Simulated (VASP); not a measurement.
Here is a VASP 6.6.1 calculation.

File INCAR:

```
PREC = Accurate ; ENCUT = 600
EDIFF = 1E-7 ; ISMEAR = 0
SIGMA = 0.02 ; LREAL = F
LASPH = T ; NELM = 120
ALGO = Normal ; ISIF = 3
LWAVE = F ; LCHARG = F
GGA = PE ; IBRION = 2
NSW = 100 ; EDIFFG = -0.002
GGA_COMPAT = F ; NELMIN = 4
```

File KPOINTS:

```
Automatic mesh
0
Gamma
  10 10 10
```

File POSCAR:

```
AlN
1.0
    0.0000000000      2.1839935596      2.1839935596
    2.1839935596      0.0000000000      2.1839935596
    2.1839935596      2.1839935596      0.0000000000
Al N
1 1
Direct
    0.0000000000      0.0000000000      0.0000000000
    0.7500000000      0.7500000000      0.7500000000
```

Potentials or basis: VASP PAW PBE potentials, release 64 (Al, N).

Launch:

```bash
$ cat potpaw_PBE.64/Al/POTCAR potpaw_PBE.64/N/POTCAR > POTCAR
$ mpirun -np 1 vasp_std > vasp.out
```

What does it give for the relaxed cell?

a = 3.112 Å, b = 3.112 Å, c = 3.112 Å, α = 60.00°, β = 60.00°, γ = 60.00°.

What does it give for the band gap on the k mesh?

3.31 eV, indirect (least direct gap 4.00 eV).

What does it give for the space group after relaxing (to 0.05 Å)?

F-43m (No. 216).

Step by step:
```tsv
step	energy change (eV)	largest force (eV/Å)	pressure (GPa)	volume (Å³)
1	0.0000	0.0000	4.48	20.83
2	-0.0014	0.0000	-3.67	21.72
3	-0.0064	0.0000	0.00	21.30
```

A k mesh can miss the band edges. PBE gaps usually lie below the measured ones, often by a third to a half.
